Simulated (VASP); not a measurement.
# Ge2Sb2O (I4/mmm) in VASP: further runs

Ge2Sb2O is run at these levels: PBE; tasks: single point, relaxation of cell and atoms.

Program: VASP 6.6.1. These are calculated values, not measurements. Logs are shortened: lines on timing, memory, paths and dates and some standing lists are left out, and cuts for length are marked.

## (1) The cell of the first run

It takes space group I4/mmm (No. 139, tetragonal). Conventional cell: a = 4.479 Å, b = 4.479 Å, c = 11.443 Å, α = 90.00°, β = 90.00°, γ = 90.00°. Within 3.8 Å of Ge (site symmetry -4m2) lie 2 Sb at 2.86 Å and 4 Ge at 3.17 Å and 4 O at 3.63 Å. Within 3.0 Å of Sb (site symmetry mmm) lie 2 O at 2.24 Å and 2 Ge at 2.86 Å. O (site symmetry 4/mmm) has 4 Sb at 2.24 Å within 3.0 Å.

The cell was generated, and may not be a known phase.

## (2) Single point, PBE

Input file INCAR:

```
PREC = Accurate
ENCUT = 520
EDIFF = 1E-6
ISMEAR = 0
SIGMA = 0.1
LREAL = False
LASPH = True
NELM = 80
ALGO = Normal
ISIF = 2
LWAVE = False
LCHARG = False
GGA = PE
NBANDS = 30
```

Input file KPOINTS:

```
regular mesh
0
Gamma
  6 6 6
```

Input file POSCAR:

```
Ge2Sb2O
1.0
   -2.2394679422      2.2394679422      5.7213694752
    2.2394679422     -2.2394679422      5.7213694752
    2.2394679422      2.2394679422     -5.7213694752
Ge Sb O
2 2 1
Direct
    0.7500000000      0.2500000000      0.5000000000
    0.2500000000      0.7500000000      0.5000000000
    0.5000000000      0.0000000000      0.5000000000
    0.0000000000      0.5000000000      0.5000000000
    0.0000000000      0.0000000000      0.0000000000
```

Potentials or basis: VASP PAW PBE potentials, release 64 (Ge_d, Sb, O).

Launch:

```console
cat potpaw_PBE.64/Ge_d/POTCAR potpaw_PBE.64/Sb/POTCAR potpaw_PBE.64/O/POTCAR > POTCAR
mpirun -np 1 vasp_std > vasp.out
```

OUTCAR:

```text
PREC = Accurate
   ENCUT = 520
   EDIFF = 1E-6
   ISMEAR = 0
   LREAL = False
   LASPH = True
   NELM = 80
   ISIF = 2
   GGA = PE

 ion  position               nearest neighbor table
   1  0.750  0.250  0.500-   3 2.86   4 2.86
   2  0.250  0.750  0.500-   3 2.86   4 2.86
   3  0.500  0.000  0.500-   5 2.24   5 2.24   1 2.86   2 2.86   4 3.17   4 3.17   4 3.17   4 3.17

   4  0.000  0.500  0.500-   5 2.24   5 2.24   1 2.86   2 2.86   3 3.17   3 3.17   3 3.17   3 3.17

   5  0.000  0.000  0.000-   3 2.24   4 2.24   4 2.24   3 2.24

  LATTYP: Found a body centered tetragonal cell.
 ALAT       =     4.4789358844
 C/A-ratio  =     2.5547896299

  Lattice vectors:

 A1 = (  -2.2394679422,   2.2394679422,   5.7213694752)
 A2 = (   2.2394679422,  -2.2394679422,   5.7213694752)
 A3 = (   2.2394679422,   2.2394679422,  -5.7213694752)

Analysis of symmetry for initial positions (statically):
=====================================================================
 Subroutine PRICEL returns:
 Original cell was already a primitive cell.

 Routine SETGRP: Setting up the symmetry group for a
 body centered tetragonal supercell.

 Subroutine GETGRP returns: Found 16 space group operations
 (whereof 16 operations were pure point group operations)
 out of a pool of 16 trial point group operations.

The static configuration has the point symmetry D_4h.

Analysis of symmetry for dynamics (positions and initial velocities):
=====================================================================
 Subroutine PRICEL returns:
 Original cell was already a primitive cell.

 Routine SETGRP: Setting up the symmetry group for a
 body centered tetragonal supercell.

 Subroutine GETGRP returns: Found 16 space group operations
 (whereof 16 operations were pure point group operations)
 out of a pool of 16 trial point group operations.

The dynamic configuration has the point symmetry D_4h.

 Subroutine INISYM returns: Found 16 space group operations
 (whereof 16 operations are pure point group operations),
 and found     1 'primitive' translations

----------------------------------------------------------------------------------------

                                     Primitive cell

  volume of cell :     114.7756

  direct lattice vectors                    reciprocal lattice vectors
    -2.239467942  2.239467942  5.721369475     0.000000000  0.223267317  0.087391664
     2.239467942 -2.239467942  5.721369475     0.223267317  0.000000000  0.087391664
     2.239467942  2.239467942 -5.721369475     0.223267317  0.223267317  0.000000000

  length of vectors
     6.539457317  6.539457317  6.539457317     0.239761544  0.239761544  0.315747668

  position of ions in fractional coordinates (direct lattice)
     0.750000000  0.250000000  0.500000000
     0.250000000  0.750000000  0.500000000
     0.500000000  0.000000000  0.500000000
     0.000000000  0.500000000  0.500000000
     0.000000000  0.000000000  0.000000000

  ion indices of the primitive-cell ions
   primitive index   ion index
                 1           1
                 2           2
                 3           3
                 4           4
                 5           5

----------------------------------------------------------------------------------------

 KPOINTS: regular mesh

Automatic generation of k-mesh.
 Grid dimensions read from file:
 generate k-points for:    6    6    6

 Generating k-lattice:

  Cartesian coordinates                     Fractional coordinates (reciprocal lattice)
     0.000000000  0.037211220  0.014565277     0.166666667  0.000000000  0.000000000
     0.037211220  0.000000000  0.014565277     0.000000000  0.166666667  0.000000000
     0.037211220  0.037211220  0.000000000     0.000000000  0.000000000  0.166666667

  Length of vectors
     0.039960257  0.039960257  0.052624611

  Shift w.r.t. Gamma in fractional coordinates (k-lattice)
     0.000000000  0.000000000  0.000000000

 Subroutine IBZKPT returns following result:
 ===========================================

 Found     30 irreducible k-points:

 Following reciprocal coordinates:
            Coordinates               Weight
  0.000000  0.000000  0.000000      1.000000
  0.166667  0.000000 -0.000000      8.000000
  0.333333  0.000000 -0.000000      8.000000
  0.500000  0.000000  0.000000      4.000000
  0.166667  0.166667 -0.000000      8.000000
  0.333333  0.166667 -0.000000     16.000000
[... 16 lines left out ...]
 -0.333333 -0.333333  0.166667      8.000000
 -0.166667 -0.333333  0.166667      8.000000
 [... further k-points ...]
   k-points           NKPTS =     30   k-points in BZ     NKDIM =     30   number of bands    NBANDS=     30
   number of dos      NEDOS =    301   number of ions     NIONS =      5
   total plane-waves  NPLWV = 125000
   dimension x,y,z NGX =    50 NGY =   50 NGZ =   50
   dimension x,y,z NGXF=   100 NGYF=  100 NGZF=  100
   ions per type =               2   2   1
   NGX,Y,Z   is equivalent  to a cutoff of  12.71, 12.71, 12.71 a.u.
   NGXF,Y,Z  is equivalent  to a cutoff of  25.42, 25.42, 25.42 a.u.
 SYSTEM =  unknown system
   PREC   = accura    normal or accurate (medium, high low for compatibility)
   ISTART =      0    job   : 0-new  1-cont  2-samecut
   ICHARG =      2    charge: 1-file 2-atom 10-const
   ISPIN  =      1    spin polarized calculation?
   LNONCOLLINEAR =      F non collinear calculations
   LSORBIT =      F    spin-orbit coupling
   LASPH  =      T    aspherical Exc in radial PAW
   ENCUT  =  520.0 eV  38.22 Ry    6.18 a.u.  12.16 12.16 12.16*2*pi/ulx,y,z
   NELM   =     80;   NELMIN=  2; NELMDL= -5     # of ELM steps
   EDIFF  = 0.1E-05   stopping-criterion for ELM
   LREAL  =      F    real-space projection
   EDIFFG = 0.1E-04   stopping-criterion for IOM
   NSW    =      0    number of steps for IOM
   IBRION =     -1    ionic relax: 0-MD 1-quasi-New 2-CG
   NFREE  =      0    steps in history (QN), initial steepest desc. (CG)
   ISIF   =      2    stress and relaxation
   ISYM   =      2    0-nonsym 1-usesym 2-fastsym
   POTIM  = 0.5000    time-step for ionic-motion
   TEBEG  =    0.0;   TEEND  =   0.0 temperature during run
   PSTRESS=    0.0 pullay stress
   NELECT =      44.0000    total number of electrons
   NUPDOWN=      -1.0000    fix difference up-down
   EMIN   =  10.00;   EMAX   =-10.00  energy-range for DOS
   EFERMI =   0.00;   METHOD = LEGACY
   ISMEAR =     0;   SIGMA  =   0.10  broadening in eV -4-tet -1-fermi 0-gaus
   EFERMI_NEDOS =   21; number of points for ismear=-14 and -15
   IALGO  =     38    algorithm
   IMIX   =      4    mixing-type and parameters
     AMIX     =   0.40;   BMIX     =  1.00
     AMIX_MAG =   1.60;   BMIX_MAG =  1.00
  volume/ion in A,a.u.               =      22.96       154.91
  Fermi-wavevector in a.u.,A,eV,Ry     =   1.189257  2.247370 19.243168  1.414333
  Thomas-Fermi vector in A             =   2.325369
   LORBIT       =      0    0 simple, 1 ext, 2 COOP (PROOUT), +10 PAW based schemes
   GGA     = PE    functional components
   LHFCALC =     F    Hartree Fock is set to
   AEXX    =    0.0000 exact exchange contribution
   IVDW    =     0    specifies the selected vdW correction
   LEPSILON=     F    determine dielectric tensor
   LRPA    =     F    only Hartree local field effects (RPA)
 non-spin polarized calculation
 Gauss-broadening in eV      SIGMA  =   0.10
  energy-cutoff  :      520.00
  volume of cell :      114.78
 maximum number of plane-waves:      3113
 NGX is ok and might be reduce to    50
   NGX = 25   NGY = 25   NGZ = 25

 number of electron      44.0000001 magnetization

 Free energy of the ion-electron system (eV)
  ---------------------------------------------------
  ext. energy  EPLUGINS =         0.00000000
  ---------------------------------------------------
  free energy    TOTEN  =       -21.90160525 eV

  energy without entropy =      -21.89193038  energy(sigma->0) =      -21.89676782

 E-fermi :   5.6998     XC(G=0):  -9.8832

 val. band max:        5.6520884452   @ k =   0.1667   0.0000  -0.0000
 cond. band min:       5.7023302770   @ k =  -0.3333  -0.3333   0.1667
 fundamental gap:      0.0502418318
 Fermi energy:         5.6997839162

 k-point     1 :       0.0000    0.0000    0.0000
  band No.  band energies     occupation
      1     -18.8945      2.00000
      2     -18.8702      2.00000
      3     -18.8664      2.00000
      4     -18.8514      2.00000
      5     -18.8514      2.00000
      6     -18.8392      2.00000
[... 22 lines left out ...]
     29      11.1463      0.00000
     30      12.2710      0.00000

 k-point     2 :       0.1667    0.0000   -0.0000
  band No.  band energies     occupation
      1     -18.8895      2.00000
      2     -18.8678      2.00000
      3     -18.8645      2.00000
      4     -18.8505      2.00000
      5     -18.8504      2.00000
      6     -18.8409      2.00000
[... 22 lines left out ...]
     29      11.9102      0.00000
     30      11.9706      0.00000

 k-point     3 :       0.3333    0.0000   -0.0000
  band No.  band energies     occupation
      1     -18.8757      2.00000
      2     -18.8616      2.00000
      3     -18.8592      2.00000
      4     -18.8479      2.00000
      5     -18.8477      2.00000
      6     -18.8456      2.00000
[... 22 lines left out ...]
     29      11.1480      0.00000
     30      11.1692      0.00000

 k-point     4 :       0.5000    0.0000    0.0000
  band No.  band energies     occupation
      1     -18.8565      2.00000
      2     -18.8565      2.00000
      3     -18.8536      2.00000
      4     -18.8536      2.00000
      5     -18.8521      2.00000
      6     -18.8521      2.00000
[... 616 lines left out ...]
     29      11.0247      0.00000
     30      12.3456      0.00000

 k-point    23 :      -0.3333   -0.3333    0.1667
  band No.  band energies     occupation
      1     -18.8863      2.00000
      2     -18.8657      2.00000
      3     -18.8616      2.00000
      4     -18.8518      2.00000
      5     -18.8473      2.00000
      6     -18.8438      2.00000
[... 22 lines left out ...]
     29      11.2631      0.00000
     30      11.5382      0.00000

 k-point    24 :      -0.1667   -0.3333    0.1667
  band No.  band energies     occupation
      1     -18.8895      2.00000
      2     -18.8678      2.00000
      3     -18.8645      2.00000
      4     -18.8504      2.00000
      5     -18.8503      2.00000
      6     -18.8407      2.00000
[... 22 lines left out ...]
     29      11.5845      0.00000
     30      11.6823      0.00000

 [... further k-points ...]
[... 5 lines left out ...]
  --------------------------------------------------------------------------------------
  -------------------------------------------------------------------------------------
  Total       -0.2862357     -0.2862357     -0.0097087      0.0000000      0.0000000      0.0000000
  in kB       -3.9956246     -3.9956246     -0.1355259      0.0000000      0.0000000      0.0000000
  external PRESSURE =      -2.7089251 kB  Pullay stress =       0.0000000 kB

 VOLUME and BASIS-vectors are now :
 -----------------------------------------------------------------------------
  energy-cutoff  :      520.00
  volume of cell :      114.78
      direct lattice vectors                 reciprocal lattice vectors
    -2.239467942  2.239467942  5.721369475     0.000000000  0.223267317  0.087391664
     2.239467942 -2.239467942  5.721369475     0.223267317  0.000000000  0.087391664
     2.239467942  2.239467942 -5.721369475     0.223267317  0.223267317  0.000000000

 POSITION                                       TOTAL-FORCE (eV/Angst)
 -----------------------------------------------------------------------------------
      0.00000      2.23947      2.86068         0.000000      0.000000     -0.000000
      2.23947      0.00000      2.86068        -0.000000      0.000000      0.000000
      0.00000      2.23947      0.00000        -0.000000     -0.000000      0.000000
      2.23947      0.00000      0.00000        -0.000000     -0.000000      0.000000
      0.00000      0.00000      0.00000        -0.000000     -0.000000      0.000000
 -----------------------------------------------------------------------------------
    total drift:                               -0.000000      0.000000     -0.000000

  FREE ENERGIE OF THE ION-ELECTRON SYSTEM (eV)
  ---------------------------------------------------
  free  energy   TOTEN  =       -21.9016052501 eV

  energy  without entropy=      -21.8919303815  energy(sigma->0) =      -21.89676782
```

Wall time 4.7 min (1 thread of Oxide Virtual Turin-like, shared host); peak memory 0.37 GiB.

What came out:

- Free energy: -21.9016 eV
- Pressure: -0.3 GPa
- Band gap on the k mesh: zero (bands 22 and 23 overlap by 1.28 eV)

Caveat: spin-orbit coupling is left out, which moves the levels of the heavy elements.

## (3) Relaxation of cell and atoms, PBE

This run uses another cell than the first one, of 25.96 Å³/atom.

Input file INCAR:

```
SYSTEM = Ge2Sb2O
ALGO     = Normal         ! electronic algorithm
EDIFF    = 1E-7           ! SCF threshold, eV
EDIFFG   = -0.04          ! ionic threshold
ENCUT    = 600            ! plane-wave cutoff, eV
GGA      = PE             ! functional
IBRION   = 2              ! ionic algorithm
ISIF     = 3              ! what is computed and relaxed
ISMEAR   = 0              ! smearing method
LASPH    = .TRUE.         ! aspherical terms in the spheres
LCHARG   = .FALSE.        ! write CHGCAR
LREAL    = .FALSE.        ! projectors in reciprocal space
LWAVE    = .FALSE.        ! write WAVECAR
NELM     = 60             ! most SCF steps
NSW      = 90             ! ionic steps
PREC     = Accurate       ! precision mode
SIGMA    = 0.1            ! smearing width, eV
```

Input file KPOINTS:

```
k-points
0
G
  4 4 4
  0 0 0
```

Edit POSCAR of step 2 so:

```diff
@@ -2,5 +2,5 @@
 1.0
-   -2.2394679422      2.2394679422      5.7213694752
-    2.2394679422     -2.2394679422      5.7213694752
-    2.2394679422      2.2394679422     -5.7213694752
+   -2.8632827100      2.8632827100      3.9586449500
+    2.8632827100     -2.8632827100      3.9586449500
+    2.8632827100      2.8632827100     -3.9586449500
 Ge Sb O
```

Potentials or basis: VASP PAW PBE potentials, release 64 (Ge_d, Sb, O).

Launch:

```console
cat potpaw_PBE.64/Ge_d/POTCAR potpaw_PBE.64/Sb/POTCAR potpaw_PBE.64/O/POTCAR > POTCAR
mpirun -np 1 vasp_std > vasp.out
```

OUTCAR:

```text
SYSTEM = Ge2Sb2O
   EDIFF = 1E-7
   EDIFFG = -0.04
   ENCUT = 600
   GGA = PE
   IBRION = 2
   ISIF = 3
   ISMEAR = 0
   LASPH = .TRUE.
   LREAL = .FALSE.
   NELM = 60
   NSW = 90
   PREC = Accurate

 ion  position               nearest neighbor table
   1  0.750  0.250  0.500-   3 1.98   4 1.98
   2  0.250  0.750  0.500-   3 1.98   4 1.98
   3  0.500  0.000  0.500-   1 1.98   2 1.98   5 2.86   5 2.86
   4  0.000  0.500  0.500-   1 1.98   2 1.98   5 2.86   5 2.86
   5  0.000  0.000  0.000-   3 2.86   4 2.86   4 2.86   3 2.86

  LATTYP: Found a body centered tetragonal cell.
 ALAT       =     5.7265654200
 C/A-ratio  =     1.3825546937

  Lattice vectors:

[... 181 lines left out ...]
  -------------------------------------------------------------------------------------
  Total       -4.1716357     -4.1716357    108.0441635      0.0000000      0.0000000      0.0000000
  in kB      -51.4851471    -51.4851471   1333.4504713      0.0000000      0.0000000      0.0000000
  external PRESSURE =     410.1600590 kB  Pullay stress =       0.0000000 kB
[... 485 lines left out ...]
     25       5.1813      0.00000
     26       5.9226      0.00000

[... ionic steps 4 to 13 ...]

--------------------------------------- Ionic step       14  -------------------------------------------

 number of electron      44.0000010 magnetization

------------------------ aborting loop because EDIFF is reached ----------------------------------------
[... 457 lines left out ...]
--------------------------------------- Ionic step       16  -------------------------------------------

 number of electron      44.0000001 magnetization

 Free energy of the ion-electron system (eV)
  ---------------------------------------------------
  ext. energy  EPLUGINS =         0.00000000
  ---------------------------------------------------
  free energy    TOTEN  =       -21.78602711 eV

  energy without entropy =      -21.78230206  energy(sigma->0) =      -21.78416459

 E-fermi :   6.1017     XC(G=0): -10.0003

 val. band max:        6.0810290965   @ k =   0.0000   0.0000   0.0000
 cond. band min:       6.1289944649   @ k =  -0.2500  -0.2500   0.2500
 fundamental gap:      0.0479653684
 Fermi energy:         6.1017499658
[... 407 lines left out ...]
  FREE ENERGIE OF THE ION-ELECTRON SYSTEM (eV)
  ---------------------------------------------------
  free  energy   TOTEN  =       -21.7860271102 eV

  energy  without entropy=      -21.7823020637  energy(sigma->0) =      -21.78416459

 reached required accuracy - stopping structural energy minimisation
```

CONTCAR:

```text
Ge2Sb2O
   1.00000000000000
    -2.2406055232743642    2.2406055232743642    5.5704434940482379
     2.2406055232743642   -2.2406055232743642    5.5704434940482379
     2.2406055232743642    2.2406055232743642   -5.5704434940482379
  Ge              Sb              O
     2     2     1
Direct
     0.7500000000000000    0.2500000000000000    0.5000000000000000
     0.2500000000000000    0.7500000000000000    0.5000000000000000
     0.5000000000000000    0.0000000000000000    0.5000000000000000
     0.0000000000000000    0.5000000000000000    0.5000000000000000
     0.0000000000000000    0.0000000000000000    0.0000000000000000

  0.00000000E+00  0.00000000E+00  0.00000000E+00
  0.00000000E+00  0.00000000E+00  0.00000000E+00
  0.00000000E+00  0.00000000E+00  0.00000000E+00
  0.00000000E+00  0.00000000E+00  0.00000000E+00
  0.00000000E+00  0.00000000E+00  0.00000000E+00
```

Wall time 30 min (1 thread of Oxide Virtual Turin-like, shared host); peak memory 0.34 GiB.

What came out:

- Free energy: -21.7860 eV
- Relaxed volume: 22.37 Å³/atom
- Relaxed cell: a = 6.409 Å, b = 6.409 Å, c = 6.409 Å, α = 139.07°, β = 139.07°, γ = 59.27°
- Space group after relaxing (to 0.1 Å): I4/mmm (No. 139)
- Energy gained by relaxing: 3279.5 meV/atom
- Ionic steps: 16
- Pressure after relaxing: 0.0 GPa
- Band gap on the k mesh: zero (bands 22 and 23 overlap by 1.26 eV)

The path:
| step | energy change (eV) | largest force (eV/Å) | pressure (GPa) | volume (Å³) |
| --- | --- | --- | --- | --- |
| 1 | 0.0000 | 0.0000 | 41.02 | 129.82 |
| 2 | -2.9678 | 0.0000 | -20.57 | 244.23 |
| 3 | -12.2052 | 0.0000 | -9.64 | 184.37 |
| 4 | -12.3918 | 0.0000 | -8.93 | 180.35 |
| 5 | -12.5904 | 0.0000 | -5.04 | 167.77 |
| 6 | -12.6168 | 0.0000 | -6.75 | 171.56 |
| 7 | -12.6193 | 0.0000 | -6.32 | 170.52 |
| 8 | -14.3404 | 0.0000 | -6.74 | 145.08 |
| 9 | -16.3187 | 0.0000 | -0.26 | 112.96 |
| 10 | -16.2518 | 0.0000 | 6.23 | 103.97 |
| 11 | -16.3599 | 0.0000 | 1.66 | 109.68 |
| 12 | -16.3586 | 0.0000 | 2.39 | 108.59 |
| 13 | -16.3411 | 0.0000 | 0.69 | 110.87 |
| 14 | -16.3853 | 0.0000 | 1.54 | 109.56 |
| 15 | -16.3948 | 0.0000 | -0.66 | 112.95 |
| 16 | -16.3973 | 0.0000 | 0.00 | 111.86 |

Final structure:
```cif
data_structure
_symmetry_space_group_name_H-M 'P 1'
_symmetry_Int_Tables_number 1
_cell_length_a 6.4086
_cell_length_b 6.4086
_cell_length_c 6.4086
_cell_angle_alpha 139.071
_cell_angle_beta 139.071
_cell_angle_gamma 59.266
_cell_volume 111.86
loop_
_atom_site_label
_atom_site_type_symbol
_atom_site_fract_x
_atom_site_fract_y
_atom_site_fract_z
_atom_site_occupancy
Ge1 Ge 0.75000 0.25000 0.50000 1
Ge2 Ge 0.25000 0.75000 0.50000 1
Sb1 Sb 0.50000 0.00000 0.50000 1
Sb2 Sb 0.00000 0.50000 0.50000 1
O1 O 0.00000 0.00000 0.00000 1
```

Caveat: spin-orbit coupling is left out, which moves the levels of the heavy elements.

The gap in the log of VASP goes by the Fermi energy; the results here count the filled bands.